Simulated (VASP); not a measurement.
# HPbNO4 (P2_1/m) in VASP: a series of runs

The runs below take HPbNO4 through single point, with BLYP, PBE.

Program: VASP 6.6.1. These are calculated values, not measurements. Logs are shortened: lines on timing, memory, paths and dates and some standing lists are left out, and cuts for length are marked.

### 1 The cell of the first run

The structure is monoclinic, space group P2_1/m (No. 11). The conventional cell has a = 6.920 Å, b = 4.318 Å, c = 8.130 Å, α = 90.00°, β = 114.84°, γ = 90.00°. H (site symmetry m) has 1 O at 0.98 Å within 1.3 Å. Pb (site symmetry m) has 8 O at 2.51 to 3.19 Å and 3 H at 2.97 to 2.98 Å and 1 N at 3.30 Å within 3.4 Å. N (site symmetry m) has 3 O at 1.25 to 1.29 Å within 1.7 Å. O (site symmetry m) has 1 H at 0.98 Å within 1.3 Å. O (site symmetry m) has 1 N at 1.25 Å within 1.7 Å. O (site symmetry m) has 1 N at 1.28 Å within 1.7 Å. Within 1.7 Å of O (site symmetry m) lie 1 N at 1.29 Å.

### 2 Single point, BLYP

Input file INCAR:

```
AGGAC = 1.0
AGGAX = 1.0
ALDAC = 0.0
ALDAX = 1.0
ALGO = Normal
EDIFF = 1E-6
ENCUT = 1340
GGA = B5
GGA_COMPAT = False
ISIF = 2
ISMEAR = -1
LASPH = True
LCHARG = False
LREAL = False
LWAVE = False
NBANDS = 57
NELM = 120
PREC = Accurate
SIGMA = 0.05
```

Input file KPOINTS:

```
k-points
0
Gamma
  3 5 3
```

Input file POSCAR:

```
HPbNO4
1.0
    6.9197567744      0.0000000000      0.0027941041
    0.0000000000      4.3178482449      0.0000000000
   -3.4181986650      0.0000000000      7.3770338128
H Pb N O
2 2 2 8
Direct
    0.2259165198      0.7500000000      0.5025751887
    0.7740834802      0.2500000000      0.4974248113
    0.3041169295      0.2500000000      0.2853225462
    0.6958830705      0.7500000000      0.7146774538
    0.2153496424      0.7500000000      0.8374643310
    0.7846503576      0.2500000000      0.1625356690
    0.3314723032      0.7500000000      0.4509825261
    0.4085145674      0.7500000000      0.8697365127
    0.1564101995      0.7500000000      0.9666208635
    0.0718153937      0.7500000000      0.6731184121
    0.6685276968      0.2500000000      0.5490174739
    0.5914854326      0.2500000000      0.1302634873
    0.8435898005      0.2500000000      0.0333791365
    0.9281846063      0.2500000000      0.3268815879
```

Potentials or basis: VASP PAW PBE potentials, release 64 (H_h, Pb_d, N_h, O_h).

Command:

```sh
$ cat potpaw_PBE.64/H_h/POTCAR potpaw_PBE.64/Pb_d/POTCAR potpaw_PBE.64/N_h/POTCAR potpaw_PBE.64/O_h/POTCAR > POTCAR
$ mpirun -np 1 vasp_std > vasp.out
```

OUTCAR:

```text
EDIFF = 1E-6
   ENCUT = 1340
   GGA = B5
   ISIF = 2
   ISMEAR = -1
   LASPH = True
   LREAL = False
   NELM = 120
   PREC = Accurate

 ion  position               nearest neighbor table
   1  0.226  0.750  0.503-   7 0.98
   2  0.774  0.250  0.497-  11 0.98
   3  0.304  0.250  0.285-   7 2.51   7 2.51  11 2.53  14 2.76  12 2.77   4 4.03   4 4.03
   4  0.696  0.750  0.715-  11 2.51  11 2.51   7 2.53  10 2.76   8 2.77   3 4.03   3 4.03
   5  0.215  0.750  0.837-   8 1.25   9 1.28  10 1.29
   6  0.785  0.250  0.163-  12 1.25  13 1.28  14 1.29
   7  0.331  0.750  0.451-   1 0.98   3 2.51   3 2.51   4 2.53
   8  0.409  0.750  0.870-   5 1.25   4 2.77
   9  0.156  0.750  0.967-   5 1.28
  10  0.072  0.750  0.673-   5 1.29   4 2.76
  11  0.669  0.250  0.549-   2 0.98   4 2.51   4 2.51   3 2.53
  12  0.591  0.250  0.130-   6 1.25   3 2.77
  13  0.844  0.250  0.033-   6 1.28
  14  0.928  0.250  0.327-   6 1.29   3 2.76

  LATTYP: Found a simple monoclinic cell.
 ALAT       =     6.9197573385
 B/A-ratio  =     0.6239883906
 C/A-ratio  =     1.1749661017
 COS(beta)  =    -0.4200514007

  Lattice vectors:

 A1 = (   6.9197567744,   0.0000000000,   0.0027941041)
 A2 = (   0.0000000000,   4.3178482449,   0.0000000000)
 A3 = (  -3.4181986650,   0.0000000000,   7.3770338128)

Analysis of symmetry for initial positions (statically):
=====================================================================
 Subroutine PRICEL returns:
 Original cell was already a primitive cell.

 Routine SETGRP: Setting up the symmetry group for a
 simple monoclinic supercell.

 Subroutine GETGRP returns: Found  4 space group operations
 (whereof  2 operations were pure point group operations)
 out of a pool of  4 trial point group operations.

The static configuration has the point symmetry S_2 .
 The point group associated with its full space group is C_2h.

Analysis of symmetry for dynamics (positions and initial velocities):
=====================================================================
 Subroutine PRICEL returns:
 Original cell was already a primitive cell.

 Routine SETGRP: Setting up the symmetry group for a
 simple monoclinic supercell.

 Subroutine GETGRP returns: Found  4 space group operations
 (whereof  2 operations were pure point group operations)
 out of a pool of  4 trial point group operations.

The dynamic configuration has the point symmetry S_2 .
 The point group associated with its full space group is C_2h.

 Subroutine INISYM returns: Found  4 space group operations
 (whereof  2 operations are pure point group operations),
 and found     1 'primitive' translations

----------------------------------------------------------------------------------------

                                     Primitive cell

  volume of cell :     220.4556

  direct lattice vectors                    reciprocal lattice vectors
     6.919756774  0.000000000  0.002794104     0.144486717  0.000000000  0.066948900
     0.000000000  4.317848245  0.000000000     0.000000000  0.231596838  0.000000000
    -3.418198665  0.000000000  7.377033813    -0.000054725  0.000000000  0.135530481

  length of vectors
     6.919757339  4.317848245  8.130480305     0.159243733  0.231596838  0.135530492

  position of ions in fractional coordinates (direct lattice)
     0.225916520  0.750000000  0.502575189
     0.774083480  0.250000000  0.497424811
     0.304116929  0.250000000  0.285322546
     0.695883071  0.750000000  0.714677454
     0.215349642  0.750000000  0.837464331
     0.784650358  0.250000000  0.162535669
     0.331472303  0.750000000  0.450982526
     0.408514567  0.750000000  0.869736513
     0.156410200  0.750000000  0.966620863
     0.071815394  0.750000000  0.673118412
     0.668527697  0.250000000  0.549017474
     0.591485433  0.250000000  0.130263487
     0.843589800  0.250000000  0.033379137
     0.928184606  0.250000000  0.326881588

  ion indices of the primitive-cell ions
   primitive index   ion index
                 1           1
                 2           2
                 3           3
                 4           4
                 5           5
                 6           6
                 7           7
                 8           8
                 9           9
                10          10
                11          11
                12          12
                13          13
                14          14

----------------------------------------------------------------------------------------

 KPOINTS: k-points

Automatic generation of k-mesh.
 Grid dimensions read from file:
 generate k-points for:    3    5    3

 Generating k-lattice:

  Cartesian coordinates                     Fractional coordinates (reciprocal lattice)
     0.048162239  0.000000000  0.022316300     0.333333333  0.000000000  0.000000000
     0.000000000  0.046319368  0.000000000     0.000000000  0.200000000  0.000000000
[... 40 lines left out ...]
   ISTART =      0    job   : 0-new  1-cont  2-samecut
   ICHARG =      2    charge: 1-file 2-atom 10-const
   ISPIN  =      1    spin polarized calculation?
   LNONCOLLINEAR =      F non collinear calculations
   LSORBIT =      F    spin-orbit coupling
   LASPH  =      T    aspherical Exc in radial PAW
   ENCUT  = 1340.0 eV  98.49 Ry    9.92 a.u.  20.65 12.89 24.27*2*pi/ulx,y,z
   NELM   =    120;   NELMIN=  2; NELMDL= -5     # of ELM steps
   EDIFF  = 0.1E-05   stopping-criterion for ELM
   LREAL  =      F    real-space projection
[... 7 lines left out ...]
   TEBEG  =    0.0;   TEEND  =   0.0 temperature during run
   PSTRESS=    0.0 pullay stress
   NELECT =      88.0000    total number of electrons
   NUPDOWN=      -1.0000    fix difference up-down
   EMIN   =  10.00;   EMAX   =-10.00  energy-range for DOS
   EFERMI =   0.00;   METHOD = LEGACY
   ISMEAR =    -1;   SIGMA  =   0.05  broadening in eV -4-tet -1-fermi 0-gaus
   EFERMI_NEDOS =   21; number of points for ismear=-14 and -15
   IALGO  =     38    algorithm
   IMIX   =      4    mixing-type and parameters
     AMIX     =   0.40;   BMIX     =  1.00
     AMIX_MAG =   1.60;   BMIX_MAG =  1.00
  volume/ion in A,a.u.               =      15.75       106.26
  Fermi-wavevector in a.u.,A,eV,Ry     =   1.205393  2.277862 19.768886  1.452972
  Thomas-Fermi vector in A             =   2.341091
   LORBIT       =      0    0 simple, 1 ext, 2 COOP (PROOUT), +10 PAW based schemes
   GGA     = B5    functional components
   LHFCALC =     F    Hartree Fock is set to
   AEXX    =    0.0000 exact exchange contribution
   IVDW    =     0    specifies the selected vdW correction
   LEPSILON=     F    determine dielectric tensor
   LRPA    =     F    only Hartree local field effects (RPA)
 non-spin polarized calculation
  energy-cutoff  :     1340.00
  volume of cell :      220.46
 maximum number of plane-waves:     24582
 NGX is ok and might be reduce to    84
   NGX = 41   NGY = 25   NGZ = 49

 number of electron      87.9999998 magnetization

 Free energy of the ion-electron system (eV)
  ---------------------------------------------------
  ext. energy  EPLUGINS =         0.00000000
  ---------------------------------------------------
  free energy    TOTEN  =       -77.38735228 eV

  energy without entropy =      -77.38735228  energy(sigma->0) =      -77.38735228

 E-fermi :   1.8818     XC(G=0):  -7.9529

 val. band max:        0.6397330955   @ k =  -0.3333   0.0000   0.3333
 cond. band min:       3.8048534172   @ k =   0.0000   0.2000   0.3333
 fundamental gap:      3.1651203217
 Fermi energy:         1.8818374558

 k-point     1 :       0.0000    0.0000    0.0000
  band No.  band energies     occupation
      1     -24.4378      2.00000
      2     -24.4034      2.00000
      3     -19.2339      2.00000
      4     -19.1586      2.00000
      5     -18.8710      2.00000
      6     -18.8239      2.00000
[... 874 lines left out ...]
     55       9.3836      0.00000
     56       9.5377      0.00000
 [bands above 56 left out]

------------------------ aborting loop because EDIFF is reached ----------------------------------------

  FORCE on cell =-STRESS in cart. coord.  units (eV):
  Direction    XX          YY          ZZ          XY          YZ          ZX
  --------------------------------------------------------------------------------------
  -------------------------------------------------------------------------------------
  Total        0.5807397     -0.1845704      0.4367019      0.0000000      0.0000000     -0.0079833
  in kB        4.2205675     -1.3413785      3.1737626      0.0000000      0.0000000     -0.0580193
  external PRESSURE =       2.0176505 kB  Pullay stress =       0.0000000 kB

 VOLUME and BASIS-vectors are now :
 -----------------------------------------------------------------------------
  energy-cutoff  :     1340.00
  volume of cell :      220.46
      direct lattice vectors                 reciprocal lattice vectors
     6.919756774  0.000000000  0.002794104     0.144486717  0.000000000  0.066948900
     0.000000000  4.317848245  0.000000000     0.000000000  0.231596838  0.000000000
    -3.418198665  0.000000000  7.377033813    -0.000054725  0.000000000  0.135530481

 POSITION                                       TOTAL-FORCE (eV/Angst)
 -----------------------------------------------------------------------------------
     -0.15461      3.23839      3.70815        -0.046908      0.000000      0.019667
      3.65617      1.07946      3.67168         0.046908      0.000000     -0.019667
      1.12913      1.07946      2.10568         0.001206     -0.000000     -0.021766
      2.37243      3.23839      5.27414        -0.001206      0.000000      0.021766
     -1.37245      3.23839      6.17860        -0.011243      0.000000      0.000173
      4.87401      1.07946      1.20122         0.011243      0.000000     -0.000173
      0.75216      3.23839      3.32784         0.031543      0.000000     -0.015593
     -0.14611      3.23839      6.41722         0.192852      0.000000      0.035761
     -2.22178      3.23839      7.13123        -0.118530      0.000000      0.125424
     -1.80391      3.23839      4.96582        -0.058550      0.000000     -0.163965
      2.74940      1.07946      4.05199        -0.031543      0.000000      0.015593
      3.64767      1.07946      0.96261        -0.192852      0.000000     -0.035761
      5.72334      1.07946      0.24860         0.118530      0.000000     -0.125424
      5.30547      1.07946      2.41401         0.058550      0.000000      0.163965
 -----------------------------------------------------------------------------------
    total drift:                                0.000000     -0.000000      0.000000

  FREE ENERGIE OF THE ION-ELECTRON SYSTEM (eV)
  ---------------------------------------------------
  free  energy   TOTEN  =       -77.3873522845 eV

  energy  without entropy=      -77.3873522845  energy(sigma->0) =      -77.38735228
```

Run time: 16 min. Hardware: 1 thread of Intel Xeon Platinum 8488C (Sapphire Rapids), shared host; peak memory 1.2 GiB.

Results:

| Item | Value |
| --- | --- |
| Free energy | -77.3874 eV |
| Pressure | 0.2 GPa |
| Largest force | 0.196 eV/Å |
| Band gap on the k mesh | 3.17 eV (least direct gap 3.26 eV) |

Forces in eV/Å, atoms in the order of the input:
```
H   -0.047  0.000  0.020
H    0.047  0.000 -0.020
Pb   0.001  0.000 -0.022
Pb  -0.001  0.000  0.022
N   -0.011  0.000  0.000
N    0.011  0.000  0.000
O    0.032  0.000 -0.016
O    0.193  0.000  0.036
O   -0.119  0.000  0.125
O   -0.059  0.000 -0.164
O   -0.032  0.000  0.016
O   -0.193  0.000 -0.036
O    0.119  0.000 -0.125
O    0.059  0.000  0.164
```

Levels at points of the mesh, in eV from the valence-band top:
```tsv
k point	band 41	band 42	band 43	band 44	band 45	band 46	band 47	band 48
(0.00, 0.00, 0.00)	-1.16	-0.26	-0.20	-0.02	3.28	3.90	4.15	4.21
```

Caveat: the PAW data sets were made with another functional, which shifts forces and pressure a little; spin-orbit coupling is left out, which moves the levels of the heavy elements. A k mesh can miss the band edges.

### 3 Single point, PBE

This run uses another cell than the first one, of 15.07 Å³/atom.

Input file INCAR:

```
ALGO = Normal ; EDIFF = 1E-6
ENCUT = 520 ; GGA = PE
ISIF = 2 ; ISMEAR = -1
LASPH = T ; LCHARG = T
LELF = T ; LREAL = F
LVHAR = T ; LWAVE = F
NBANDS = 57 ; NELM = 80
PREC = Accurate ; SIGMA = 0.05
```

Input file KPOINTS:

```
k-points
0
Gamma
  5 6 4
```

Input file POSCAR:

```
HPbNO4
1.0
    6.8587700000      0.0000000000      0.0000000000
    0.0000000000      4.2286500000      0.0000000000
   -3.3910100000      0.0000000000      7.2745900000
H Pb N O
2 2 2 8
Direct
    0.2254900000      0.7500000000      0.5073000000
    0.7745100000      0.2500000000      0.4927000000
    0.3022900000      0.2500000000      0.2849400000
    0.6977100000      0.7500000000      0.7150600000
    0.2148400000      0.7500000000      0.8356700000
    0.7851600000      0.2500000000      0.1643300000
    0.3307800000      0.7500000000      0.4533800000
    0.4090900000      0.7500000000      0.8690100000
    0.1550800000      0.7500000000      0.9653700000
    0.0708300000      0.7500000000      0.6695500000
    0.6692200000      0.2500000000      0.5466100000
    0.5909100000      0.2500000000      0.1309900000
    0.8449200000      0.2500000000      0.0346300000
    0.9291700000      0.2500000000      0.3304500000
```

Potentials or basis: VASP PAW PBE potentials, release 64 (H, Pb_d, N, O).

Command:

```sh
$ cat potpaw_PBE.64/H/POTCAR potpaw_PBE.64/Pb_d/POTCAR potpaw_PBE.64/N/POTCAR potpaw_PBE.64/O/POTCAR > POTCAR
$ mpirun -np 1 vasp_std > vasp.out
```

Run time: 20 min. Hardware: 1 thread of Intel Xeon 8259CL, shared host; peak memory 0.6 GiB.

Results (log left out):

```
Free energy            : -81.1080 eV
Pressure               : 0.6 GPa
Largest force          : 0.464 eV/Å
Band gap on the k mesh : 3.06 eV (least direct gap 3.27 eV)
```

Forces on the atoms (eV/Å):
```
H   -0.091  0.000  0.036
H    0.093  0.000 -0.037
Pb   0.009  0.000 -0.009
Pb  -0.009  0.000  0.009
N   -0.089  0.000 -0.022
N    0.089  0.000  0.022
O    0.074  0.000 -0.031
O    0.458  0.000  0.077
O   -0.242  0.000  0.260
O   -0.113  0.000 -0.315
O   -0.076  0.000  0.032
O   -0.458  0.000 -0.077
O    0.242  0.000 -0.261
O    0.113  0.000  0.315
```

Stress tensor (GPa, compression positive):
```
 1.10  0.00 -0.03
 0.00 -0.17  0.00
-0.03  0.00  0.79
```

Levels at points of the mesh, in eV from the valence-band top:
```csv
k point,band 40,band 41,band 42,band 43,band 44,band 45,band 46,band 47,band 48,band 49
"(0.00, 0.00, 0.00)",-1.43,-1.29,-0.33,-0.30,-0.05,3.24,3.89,4.23,4.24,5.64
"(0.00, 0.50, 0.00)",-1.28,-0.61,-0.61,-0.25,-0.25,3.29,3.29,4.71,4.71,5.68
"(0.00, 0.00, 0.50)",-1.43,-1.31,-0.39,-0.19,-0.19,3.30,3.77,4.15,4.21,5.25
"(0.00, 0.50, 0.50)",-1.32,-0.66,-0.66,-0.24,-0.24,3.26,3.26,4.83,4.83,5.72
```

Caveat: the standard files for N, O and F lose accuracy on very short bonds; spin-orbit coupling is left out, which moves the levels of the heavy elements.

### 4 Single point, PBE

This run uses another cell than the first one, of 14.47 Å³/atom.

Input file INCAR:

```
SYSTEM = HPbNO4
ALGO = Normal ; EDIFF = 1E-6
ENCUT = 520 ; GGA = PE
ISIF = 2 ; ISMEAR = -1
LASPH = .True. ; LCHARG = .False.
LREAL = .False. ; LWAVE = .False.
NBANDS = 57 ; NELM = 60
PREC = Accurate ; SIGMA = 0.05
```

Input file KPOINTS:

```
k-points
0
Gamma
  5 6 4
  0 0 0
```

POSCAR, as its differences from that of step 3:

```diff
@@ -2,5 +2,5 @@
 1.0
-    6.8587700000      0.0000000000      0.0000000000
-    0.0000000000      4.2286500000      0.0000000000
-   -3.3910100000      0.0000000000      7.2745900000
+    6.7660725556      0.0000000000      0.0000000000
+    0.0000000000      4.1714990752      0.0000000000
+   -3.3451799225      0.0000000000      7.1762726775
 H Pb N O
```

Command:

```sh
$ cat potpaw_PBE.64/H/POTCAR potpaw_PBE.64/Pb_d/POTCAR potpaw_PBE.64/N/POTCAR potpaw_PBE.64/O/POTCAR > POTCAR
$ mpirun -np 1 vasp_std > vasp.out
```

Run time: 18 min. Hardware: 1 thread of Intel Xeon 8259CL, shared host; peak memory 0.57 GiB.

The run converged. Its results:

```yaml
Free_energy: -80.9586 eV
Pressure: 4.7 GPa
Largest_force: 1.722 eV/Å
Band_gap_on_the_k_mesh: 3.09 eV (least direct gap 3.35 eV)
```

Forces on the atoms (eV/Å):
```
H   -0.665  0.000  0.275
H    0.668  0.000 -0.276
Pb   0.018  0.000 -0.259
Pb  -0.017  0.000  0.259
N   -0.252  0.000 -0.030
N    0.252  0.000  0.030
O    0.481  0.000 -0.218
O    1.690  0.000  0.329
O   -0.950  0.000  1.101
O   -0.419  0.000 -1.374
O   -0.483  0.000  0.219
O   -1.690  0.000 -0.329
O    0.950  0.000 -1.101
O    0.419  0.000  1.374
```

Stress tensor (GPa, compression positive):
```
 7.25  0.00 -0.23
 0.00  1.24  0.00
-0.23  0.00  5.72
```

Levels at points of the mesh, in eV from the valence-band top:
```tsv
k point	band 40	band 41	band 42	band 43	band 44	band 45	band 46	band 47	band 48	band 49
(0.00, 0.00, 0.00)	-1.58	-1.43	-0.38	-0.38	-0.08	3.28	3.99	4.28	4.34	5.75
(0.00, 0.50, 0.00)	-1.42	-0.63	-0.63	-0.33	-0.33	3.34	3.34	4.83	4.83	5.82
(0.00, 0.00, 0.50)	-1.58	-1.38	-0.47	-0.28	-0.21	3.34	3.85	4.20	4.28	5.34
(0.00, 0.50, 0.50)	-1.47	-0.68	-0.68	-0.32	-0.32	3.30	3.30	4.96	4.96	5.87
```

Caveat: the standard files for N, O and F lose accuracy on very short bonds; the stress differs along the axes, from 1 to 7 GPa; spin-orbit coupling is left out, which moves the levels of the heavy elements; forces of over 1 eV/Å act on the atoms, so gaps and moduli don't describe the material at rest.

### 5 Summary

```csv
level,potentials or basis,cell,k mesh,cutoff (eV),gap on the mesh (eV),pressure (GPa),largest force (eV/Å)
BLYP,"VASP PAW PBE potentials, release 64 (H_h, Pb_d, N_h, O_h)","a = 6.920, b = 4.318, c = 8.130 Å, angles 90.0, 114.8, 90.0°, 14 atoms, atomic positions A",3 × 5 × 3,1340,3.17,0.2,0.20
PBE,"VASP PAW PBE potentials, release 64 (H, Pb_d, N, O)","a = 6.859, b = 4.229, c = 8.026 Å, angles 90.0, 115.0, 90.0°, 14 atoms, atomic positions B",5 × 6 × 4,520,3.06,0.6,0.46
PBE,"VASP PAW PBE potentials, release 64 (H, Pb_d, N, O)","a = 6.766, b = 4.171, c = 7.918 Å, angles 90.0, 115.0, 90.0°, 14 atoms, atomic positions B",5 × 6 × 4,520,3.09,4.7,1.72
```

Alike in all rows: task single point; no spin polarisation; smearing fermi-dirac 0.05 eV.

Caveats: spin-orbit coupling is left out, which moves the levels of the heavy elements; the standard files for N, O and F lose accuracy on very short bonds (at least some runs); the PAW data sets were made with another functional, which shifts forces and pressure a little (at least some runs); the stress differs along the axes, from 1 to 7 GPa (at least some runs); forces of over 1 eV/Å act on the atoms, so gaps and moduli don't describe the material at rest (at least some runs).

Absolute energies hang on the potentials; compare differences alone.
